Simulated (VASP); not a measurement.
# KMgF3 (Pm-3m) in VASP: notebook

The runs below take KMgF3 through single point, with PBE.

All numbers are computed with VASP 6.6.1; they aren't measurements. Logs are shortened: lines on timing, memory, paths and dates and some standing lists are left out, and cuts for length are marked.

## 1. The cell of the first run

It takes space group Pm-3m (No. 221, cubic). Conventional cell: a = 3.853 Å, b = 3.853 Å, c = 3.853 Å, α = 90.00°, β = 90.00°, γ = 90.00°. Within 3.6 Å of K (site symmetry m-3m) lie 12 F at 2.72 Å and 8 Mg at 3.34 Å. Mg (site symmetry m-3m) has 6 F at 1.93 Å within 2.6 Å. Within 2.6 Å of F (site symmetry 4/mmm) lie 2 Mg at 1.93 Å.

## 2. Single point, PBE (11.44 Å³/atom)

File INCAR:

```
ALGO = Normal
EDIFF = 1E-6
ENCUT = 520
GGA = PE
ISIF = 2
ISMEAR = 0
LASPH = T
LCHARG = F
LREAL = F
LWAVE = F
NBANDS = 24
NELM = 60
PREC = Accurate
SIGMA = 0.01
```

File KPOINTS:

```
k-points
0
Gamma
  6 6 6
```

File POSCAR:

```
KMgF3
1.0
    3.8533720875      0.0000000000      0.0000000000
    0.0000000000      3.8533720875      0.0000000000
    0.0000000000      0.0000000000      3.8533720875
K Mg F
1 1 3
Direct
    0.5000000000      0.5000000000      0.5000000000
    0.0000000000      0.0000000000      0.0000000000
    0.5000000000      0.0000000000      0.0000000000
    0.0000000000      0.5000000000      0.0000000000
    0.0000000000      0.0000000000      0.5000000000
```

Potentials or basis: VASP PAW PBE potentials, release 64 (K_sv, Mg, F).

On the command line:

```console
cat potpaw_PBE.64/K_sv/POTCAR potpaw_PBE.64/Mg/POTCAR potpaw_PBE.64/F/POTCAR > POTCAR
mpirun -np 1 vasp_std > vasp.out
```

OUTCAR:

```text
EDIFF = 1E-6
   ENCUT = 520
   GGA = PE
   ISIF = 2
   ISMEAR = 0
   LASPH = T
   LREAL = F
   NELM = 60
   PREC = Accurate

 ion  position               nearest neighbor table
   1  0.500  0.500  0.500-   3 2.72   4 2.72   5 2.72   3 2.72   4 2.72   3 2.72   5 2.72   3 2.72
                             4 2.72   5 2.72   4 2.72   5 2.72   2 3.34   2 3.34   2 3.34   2 3.34
   2  0.000  0.000  0.000-   3 1.93   4 1.93   5 1.93   5 1.93   4 1.93   3 1.93   1 3.34   1 3.34
                             1 3.34   1 3.34   1 3.34   1 3.34   1 3.34   1 3.34
   3  0.500  0.000  0.000-   2 1.93   2 1.93   1 2.72   1 2.72   1 2.72   1 2.72
   4  0.000  0.500  0.000-   2 1.93   2 1.93   1 2.72   1 2.72   1 2.72   1 2.72
   5  0.000  0.000  0.500-   2 1.93   2 1.93   1 2.72   1 2.72   1 2.72   1 2.72

  LATTYP: Found a simple cubic cell.
 ALAT       =     3.8533720875

  Lattice vectors:

 A1 = (   3.8533720875,   0.0000000000,   0.0000000000)
 A2 = (   0.0000000000,   3.8533720875,   0.0000000000)
 A3 = (   0.0000000000,   0.0000000000,   3.8533720875)

Analysis of symmetry for initial positions (statically):
=====================================================================
 Subroutine PRICEL returns:
 Original cell was already a primitive cell.

 Routine SETGRP: Setting up the symmetry group for a
 simple cubic supercell.

 Subroutine GETGRP returns: Found 48 space group operations
 (whereof 48 operations were pure point group operations)
 out of a pool of 48 trial point group operations.

The static configuration has the point symmetry O_h .

Analysis of symmetry for dynamics (positions and initial velocities):
=====================================================================
 Subroutine PRICEL returns:
 Original cell was already a primitive cell.

 Routine SETGRP: Setting up the symmetry group for a
 simple cubic supercell.

 Subroutine GETGRP returns: Found 48 space group operations
 (whereof 48 operations were pure point group operations)
 out of a pool of 48 trial point group operations.

The dynamic configuration has the point symmetry O_h .

 Subroutine INISYM returns: Found 48 space group operations
 (whereof 48 operations are pure point group operations),
 and found     1 'primitive' translations

----------------------------------------------------------------------------------------

                                     Primitive cell

  volume of cell :      57.2167

  direct lattice vectors                    reciprocal lattice vectors
     3.853372087  0.000000000  0.000000000     0.259512961  0.000000000  0.000000000
     0.000000000  3.853372087  0.000000000     0.000000000  0.259512961  0.000000000
     0.000000000  0.000000000  3.853372087     0.000000000  0.000000000  0.259512961

  length of vectors
     3.853372087  3.853372087  3.853372087     0.259512961  0.259512961  0.259512961

  position of ions in fractional coordinates (direct lattice)
     0.500000000  0.500000000  0.500000000
     0.000000000  0.000000000  0.000000000
     0.500000000  0.000000000  0.000000000
     0.000000000  0.500000000  0.000000000
     0.000000000  0.000000000  0.500000000

  ion indices of the primitive-cell ions
   primitive index   ion index
                 1           1
                 2           2
                 3           3
                 4           4
                 5           5

----------------------------------------------------------------------------------------

 KPOINTS: k-points

Automatic generation of k-mesh.
 Grid dimensions read from file:
 generate k-points for:    6    6    6

 Generating k-lattice:

  Cartesian coordinates                     Fractional coordinates (reciprocal lattice)
     0.043252160  0.000000000  0.000000000     0.166666667  0.000000000  0.000000000
     0.000000000  0.043252160  0.000000000     0.000000000  0.166666667  0.000000000
     0.000000000  0.000000000  0.043252160     0.000000000  0.000000000  0.166666667

  Length of vectors
     0.043252160  0.043252160  0.043252160

  Shift w.r.t. Gamma in fractional coordinates (k-lattice)
     0.000000000  0.000000000  0.000000000

 Subroutine IBZKPT returns following result:
 ===========================================

 Found     20 irreducible k-points:

 Following reciprocal coordinates:
            Coordinates               Weight
  0.000000  0.000000  0.000000      1.000000
  0.166667  0.000000  0.000000      6.000000
  0.333333  0.000000  0.000000      6.000000
  0.500000  0.000000  0.000000      3.000000
  0.166667  0.166667  0.000000     12.000000
  0.333333  0.166667  0.000000     24.000000
[... 12 lines left out ...]
  0.500000  0.500000  0.333333      6.000000
  0.500000  0.500000  0.500000      1.000000
   k-points           NKPTS =     20   k-points in BZ     NKDIM =     20   number of bands    NBANDS=     24
   number of dos      NEDOS =    301   number of ions     NIONS =      5
   total plane-waves  NPLWV =  27000
   dimension x,y,z NGX =    30 NGY =   30 NGZ =   30
   dimension x,y,z NGXF=    60 NGYF=   60 NGZF=   60
   ions per type =               1   1   3
   NGX,Y,Z   is equivalent  to a cutoff of  12.94, 12.94, 12.94 a.u.
   NGXF,Y,Z  is equivalent  to a cutoff of  25.89, 25.89, 25.89 a.u.
 SYSTEM =  unknown system
   PREC   = accura    normal or accurate (medium, high low for compatibility)
   ISTART =      0    job   : 0-new  1-cont  2-samecut
   ICHARG =      2    charge: 1-file 2-atom 10-const
   ISPIN  =      1    spin polarized calculation?
   LNONCOLLINEAR =      F non collinear calculations
   LSORBIT =      F    spin-orbit coupling
   LASPH  =      T    aspherical Exc in radial PAW
   ENCUT  =  520.0 eV  38.22 Ry    6.18 a.u.   7.16  7.16  7.16*2*pi/ulx,y,z
   NELM   =     60;   NELMIN=  2; NELMDL= -5     # of ELM steps
   EDIFF  = 0.1E-05   stopping-criterion for ELM
   LREAL  =      F    real-space projection
   EDIFFG = 0.1E-04   stopping-criterion for IOM
   NSW    =      0    number of steps for IOM
   IBRION =     -1    ionic relax: 0-MD 1-quasi-New 2-CG
   NFREE  =      0    steps in history (QN), initial steepest desc. (CG)
   ISIF   =      2    stress and relaxation
   ISYM   =      2    0-nonsym 1-usesym 2-fastsym
   POTIM  = 0.5000    time-step for ionic-motion
   TEBEG  =    0.0;   TEEND  =   0.0 temperature during run
   PSTRESS=    0.0 pullay stress
   NELECT =      32.0000    total number of electrons
   NUPDOWN=      -1.0000    fix difference up-down
   EMIN   =  10.00;   EMAX   =-10.00  energy-range for DOS
   EFERMI =   0.00;   METHOD = LEGACY
   ISMEAR =     0;   SIGMA  =   0.01  broadening in eV -4-tet -1-fermi 0-gaus
   EFERMI_NEDOS =   21; number of points for ismear=-14 and -15
   IALGO  =     38    algorithm
   IMIX   =      4    mixing-type and parameters
     AMIX     =   0.40;   BMIX     =  1.00
     AMIX_MAG =   1.60;   BMIX_MAG =  1.00
  volume/ion in A,a.u.               =      11.44        77.22
  Fermi-wavevector in a.u.,A,eV,Ry     =   1.348809  2.548880 24.752895  1.819286
  Thomas-Fermi vector in A             =   2.476448
   LORBIT       =      0    0 simple, 1 ext, 2 COOP (PROOUT), +10 PAW based schemes
   GGA     = PE    functional components
   LHFCALC =     F    Hartree Fock is set to
   AEXX    =    0.0000 exact exchange contribution
   IVDW    =     0    specifies the selected vdW correction
   LEPSILON=     F    determine dielectric tensor
   LRPA    =     F    only Hartree local field effects (RPA)
 non-spin polarized calculation
 Gauss-broadening in eV      SIGMA  =   0.01
  energy-cutoff  :      520.00
  volume of cell :       57.22
 maximum number of plane-waves:      1568
 NGX is ok and might be reduce to    30
   NGX = 15   NGY = 15   NGZ = 15

 number of electron      32.0000037 magnetization

 Free energy of the ion-electron system (eV)
  ---------------------------------------------------
  ext. energy  EPLUGINS =         0.00000000
  ---------------------------------------------------
  free energy    TOTEN  =       -24.09147568 eV

  energy without entropy =      -24.09147568  energy(sigma->0) =      -24.09147568

 E-fermi :  -0.9557     XC(G=0): -10.1995

 val. band max:       -1.0504986145   @ k =   0.5000   0.5000   0.5000
 cond. band min:       7.0712046176   @ k =   0.0000   0.0000   0.0000
 fundamental gap:      8.1217032322
 Fermi energy:        -0.9557441290

 k-point     1 :       0.0000    0.0000    0.0000
  band No.  band energies     occupation
      1     -26.5234      2.00000
      2     -21.4513      2.00000
      3     -20.6587      2.00000
      4     -20.6587      2.00000
      5     -10.0297      2.00000
      6     -10.0297      2.00000
[... 16 lines left out ...]
     23      14.2142      0.00000
     24      17.1633      0.00000

 k-point     2 :       0.1667    0.0000    0.0000
  band No.  band energies     occupation
      1     -26.5105      2.00000
      2     -21.4195      2.00000
      3     -20.7049      2.00000
      4     -20.6554      2.00000
      5     -10.0150      2.00000
      6     -10.0080      2.00000
[... 16 lines left out ...]
     23      14.2099      0.00000
     24      17.0511      0.00000

 k-point     3 :       0.3333    0.0000    0.0000
  band No.  band energies     occupation
      1     -26.4844      2.00000
      2     -21.3450      2.00000
      3     -20.8102      2.00000
      4     -20.6497      2.00000
      5      -9.9860      2.00000
      6      -9.9641      2.00000
[... 16 lines left out ...]
     23      13.9898      0.00000
     24      16.4520      0.00000
[... 406 lines left out ...]
 k-point    19 :       0.5000    0.5000    0.3333
  band No.  band energies     occupation
      1     -26.4201      2.00000
      2     -20.9007      2.00000
      3     -20.8896      2.00000
      4     -20.8896      2.00000
      5     -10.2515      2.00000
      6     -10.2515      2.00000
[... 16 lines left out ...]
     23      14.7362      0.00000
     24      14.7362      0.00000

 k-point    20 :       0.5000    0.5000    0.5000
  band No.  band energies     occupation
      1     -26.4147      2.00000
      2     -20.8819      2.00000
      3     -20.8819      2.00000
      4     -20.8819      2.00000
      5     -10.2964      2.00000
      6     -10.2964      2.00000
[... 16 lines left out ...]
     23      15.1775      0.00000
     24      15.1775      0.00000

------------------------ aborting loop because EDIFF is reached ----------------------------------------

  FORCE on cell =-STRESS in cart. coord.  units (eV):
  Direction    XX          YY          ZZ          XY          YZ          ZX
  --------------------------------------------------------------------------------------
  -------------------------------------------------------------------------------------
  Total        4.9208031      4.9208031      4.9208031     -0.0000000      0.0000000      0.0000000
  in kB      137.7919127    137.7919127    137.7919127     -0.0000000      0.0000000      0.0000000
  external PRESSURE =     137.7919127 kB  Pullay stress =       0.0000000 kB

 VOLUME and BASIS-vectors are now :
 -----------------------------------------------------------------------------
  energy-cutoff  :      520.00
  volume of cell :       57.22
      direct lattice vectors                 reciprocal lattice vectors
     3.853372087  0.000000000  0.000000000     0.259512961  0.000000000  0.000000000
     0.000000000  3.853372087  0.000000000     0.000000000  0.259512961  0.000000000
     0.000000000  0.000000000  3.853372087     0.000000000  0.000000000  0.259512961

 POSITION                                       TOTAL-FORCE (eV/Angst)
 -----------------------------------------------------------------------------------
      1.92669      1.92669      1.92669         0.000000      0.000000      0.000000
      0.00000      0.00000      0.00000         0.000000      0.000000      0.000000
      1.92669      0.00000      0.00000         0.000000      0.000000      0.000000
      0.00000      1.92669      0.00000         0.000000      0.000000      0.000000
      0.00000      0.00000      1.92669         0.000000      0.000000      0.000000
 -----------------------------------------------------------------------------------
    total drift:                                0.000000     -0.000000      0.000000

  FREE ENERGIE OF THE ION-ELECTRON SYSTEM (eV)
  ---------------------------------------------------
  free  energy   TOTEN  =       -24.0914756825 eV

  energy  without entropy=      -24.0914756825  energy(sigma->0) =      -24.09147568
```

Run time: 42 s. Hardware: 1 thread of Intel Xeon 8259CL, shared host; peak memory 0.18 GiB.

What came out:

```
Free energy            : -24.0915 eV
Pressure               : 13.8 GPa
Band gap on the k mesh : 8.12 eV (least direct gap 8.44 eV)
```

Caveat: the cell stands under pressure.

## 3. Single point, PBE (12.09 Å³/atom)

This run uses another cell than the first one, of 12.09 Å³/atom.

File INCAR:

```
PREC = Accurate
ENCUT = 520
EDIFF = 1E-6
ISMEAR = 0
SIGMA = 0.01
LREAL = False
LASPH = True
NELM = 80
ALGO = Normal
ISIF = 2
LWAVE = False
LCHARG = False
GGA = PE
NBANDS = 24
```

File KPOINTS:

```
Automatic mesh
0
Gamma
  6 6 6
```

Changes to POSCAR since step 2:

```diff
@@ -2,5 +2,5 @@
 1.0
-    3.8533720875      0.0000000000      0.0000000000
-    0.0000000000      3.8533720875      0.0000000000
-    0.0000000000      0.0000000000      3.8533720875
+    3.9242219515      0.0000000000      0.0000000000
+    0.0000000000      3.9242219515      0.0000000000
+    0.0000000000      0.0000000000      3.9242219515
 K Mg F
```

Potentials or basis: VASP PAW PBE potentials, release 64 (K_sv, Mg, F).

On the command line:

```console
cat potpaw_PBE.64/K_sv/POTCAR potpaw_PBE.64/Mg/POTCAR potpaw_PBE.64/F/POTCAR > POTCAR
mpirun -np 1 vasp_std > vasp.out
```

Run time: 35 s. Hardware: 1 thread of Intel Xeon 8259CL, shared host; peak memory 0.18 GiB.

It converged, with:

* Free energy: -24.3107 eV
* Pressure: 7.6 GPa
* Band gap on the k mesh: 7.67 eV (least direct gap 7.99 eV)

Levels at points of the mesh, in eV from the valence-band top:
| k point | band 13 | band 14 | band 15 | band 16 | band 17 | band 18 | band 19 | band 20 |
| --- | --- | --- | --- | --- | --- | --- | --- | --- |
| (0.00, 0.00, 0.00) | -0.67 | -0.32 | -0.32 | -0.32 | 7.67 | 10.14 | 10.14 | 12.35 |
| (0.50, 0.00, 0.00) | -0.91 | -0.91 | -0.56 | -0.56 | 10.42 | 10.94 | 11.24 | 12.98 |
| (0.50, 0.50, 0.00) | -1.12 | -0.93 | -0.93 | -0.02 | 11.19 | 11.93 | 13.04 | 13.04 |
| (0.50, 0.50, 0.50) | -1.16 | 0.00 | 0.00 | 0.00 | 10.63 | 10.63 | 10.63 | 14.29 |

Caveat: the cell stands under pressure. A k mesh can miss the band edges.

## 4. Single point, PBE (12.60 Å³/atom)

This run uses another cell than the first one, of 12.60 Å³/atom.

Changes to INCAR since step 3:

```diff
@@ -7,3 +7,3 @@
 LASPH = True
-NELM = 80
+NELM = 60
 ALGO = Normal
```

File KPOINTS:

```
regular mesh
0
Gamma
  6 6 6
```

Changes to POSCAR since step 3:

```diff
@@ -2,5 +2,5 @@
 1.0
-    3.9242219515      0.0000000000      0.0000000000
-    0.0000000000      3.9242219515      0.0000000000
-    0.0000000000      0.0000000000      3.9242219515
+    3.9791132838      0.0000000000      0.0000000000
+    0.0000000000      3.9791132838      0.0000000000
+    0.0000000000      0.0000000000      3.9791132838
 K Mg F
```

On the command line:

```console
cat potpaw_PBE.64/K_sv/POTCAR potpaw_PBE.64/Mg/POTCAR potpaw_PBE.64/F/POTCAR > POTCAR
mpirun -np 1 vasp_std > vasp.out
```

It took 35 s on 1 thread of Intel Xeon 8259CL, shared host; peak memory 0.18 GiB.

The run converged. Its results:

```yaml
Free_energy: -24.4067 eV
Pressure: 3.8 GPa
Band_gap_on_the_k_mesh: 7.34 eV (least direct gap 7.67 eV)
```

Levels at points of the mesh, in eV from the valence-band top:
```tsv
k point	band 14	band 15	band 16	band 17	band 18	band 19
(0.00, 0.00, 0.00)	-0.32	-0.32	-0.32	7.34	10.09	10.09
(0.50, 0.00, 0.00)	-0.87	-0.53	-0.53	10.15	10.50	11.13
(0.50, 0.50, 0.00)	-0.90	-0.90	-0.02	10.95	11.72	12.68
(0.50, 0.50, 0.50)	0.00	0.00	0.00	10.46	10.46	10.46
```

Caveat: the cell stands under pressure. A k mesh can miss the band edges.

## 5. Single point, PBE (13.11 Å³/atom)

This run uses another cell than the first one, of 13.11 Å³/atom.

File INCAR:

```
  PREC = Accurate
  ENCUT = 520
  EDIFF = 1E-6
  ISMEAR = 0
  SIGMA = 0.01
  LREAL = F
  LASPH = T
  NELM = 80
  ALGO = Normal
  ISIF = 2
  LWAVE = F
  LCHARG = T
  GGA = PE
  LELF = T
  LVHAR = T
  NBANDS = 24
```

File KPOINTS:

```
Automatic mesh
0
Gamma
  6 6 6
```

Changes to POSCAR since step 4:

```diff
@@ -2,5 +2,5 @@
 1.0
-    3.9791132838      0.0000000000      0.0000000000
-    0.0000000000      3.9791132838      0.0000000000
-    0.0000000000      0.0000000000      3.9791132838
+    4.0325305745      0.0000000000      0.0000000000
+    0.0000000000      4.0325305745      0.0000000000
+    0.0000000000      0.0000000000      4.0325305745
 K Mg F
```

On the command line:

```console
cat potpaw_PBE.64/K_sv/POTCAR potpaw_PBE.64/Mg/POTCAR potpaw_PBE.64/F/POTCAR > POTCAR
mpirun -np 1 vasp_std > vasp.out
```

Wall time 36 s (1 thread of Intel Xeon 8259CL, shared host); peak memory 0.18 GiB.

It converged, with:

```
Free energy            : -24.4468 eV
Pressure               : 0.7 GPa
Band gap on the k mesh : 7.04 eV (least direct gap 7.37 eV)
```

Levels at points of the mesh, in eV from the valence-band top:
```
           k point  band 14  band 15  band 16  band 17  band 18  band 19
(0.00, 0.00, 0.00)    -0.32    -0.32    -0.32     7.04    10.03    10.03
(0.50, 0.00, 0.00)    -0.82    -0.51    -0.51     9.90    10.09    11.03
(0.50, 0.50, 0.00)    -0.86    -0.86    -0.02    10.71    11.52    12.30
(0.50, 0.50, 0.50)     0.00     0.00     0.00    10.31    10.31    10.31
```

A k mesh can miss the band edges.

## 6. Single point, PBE (13.63 Å³/atom)

This run uses another cell than the first one, of 13.63 Å³/atom.

File INCAR:

```
  PREC = Accurate
  ENCUT = 520
  EDIFF = 1E-6
  ISMEAR = 0
  SIGMA = 0.01
  LREAL = False
  LASPH = True
  NELM = 60
  ALGO = Normal
  ISIF = 2
  LWAVE = False
  LCHARG = False
  GGA = PE
  NBANDS = 24
```

KPOINTS is that of step 5.

Changes to POSCAR since step 5:

```diff
@@ -2,5 +2,5 @@
 1.0
-    4.0325305745      0.0000000000      0.0000000000
-    0.0000000000      4.0325305745      0.0000000000
-    0.0000000000      0.0000000000      4.0325305745
+    4.0845689666      0.0000000000      0.0000000000
+    0.0000000000      4.0845689666      0.0000000000
+    0.0000000000      0.0000000000      4.0845689666
 K Mg F
```

Potentials or basis: VASP PAW PBE potentials, release 64 (K_sv, Mg, F).

On the command line:

```console
cat potpaw_PBE.64/K_sv/POTCAR potpaw_PBE.64/Mg/POTCAR potpaw_PBE.64/F/POTCAR > POTCAR
mpirun -np 1 vasp_std > vasp.out
```

It took 32 s on 1 thread of Intel Xeon 8259CL, shared host; peak memory 0.18 GiB.

The run converged. Its results:

```yaml
Free_energy: -24.4421 eV
Pressure: -1.8 GPa
Band_gap_on_the_k_mesh: 6.77 eV (least direct gap 7.09 eV)
```

Levels at points of the mesh, in eV from the valence-band top:
```tsv
k point	band 12	band 13	band 14	band 15	band 16	band 17	band 18	band 19	band 20	band 21
(0.00, 0.00, 0.00)	-0.56	-0.56	-0.32	-0.32	-0.32	6.77	9.97	9.97	12.04	12.04
(0.50, 0.00, 0.00)	-0.78	-0.78	-0.76	-0.49	-0.49	9.66	9.72	10.92	12.46	12.46
(0.50, 0.50, 0.00)	-0.92	-0.92	-0.83	-0.83	-0.02	10.47	11.33	11.95	11.95	12.52
(0.50, 0.50, 0.50)	-1.06	-1.06	0.00	0.00	0.00	10.15	10.15	10.15	13.38	13.75
```

A k mesh can miss the band edges.

## 7. The runs side by side

| cell | gap on the mesh (eV) | pressure (GPa) |
| --- | --- | --- |
| a = 3.853 Å, 5 atoms | 8.12 | 13.8 |
| a = 3.924 Å, 5 atoms | 7.67 | 7.6 |
| a = 3.979 Å, 5 atoms | 7.34 | 3.8 |
| a = 4.033 Å, 5 atoms | 7.04 | 0.7 |
| a = 4.085 Å, 5 atoms | 6.77 | -1.8 |

Alike in all rows: task single point; level PBE; potentials or basis VASP PAW PBE potentials, release 64 (K_sv, Mg, F); no spin polarisation; k mesh 6 × 6 × 6; cutoff (eV) 520; smearing gaussian 0.01 eV.

Caveats: the cell stands under pressure (at least some runs).

Total energies depend on the potentials used, so only differences within one code and one set of settings carry meaning.
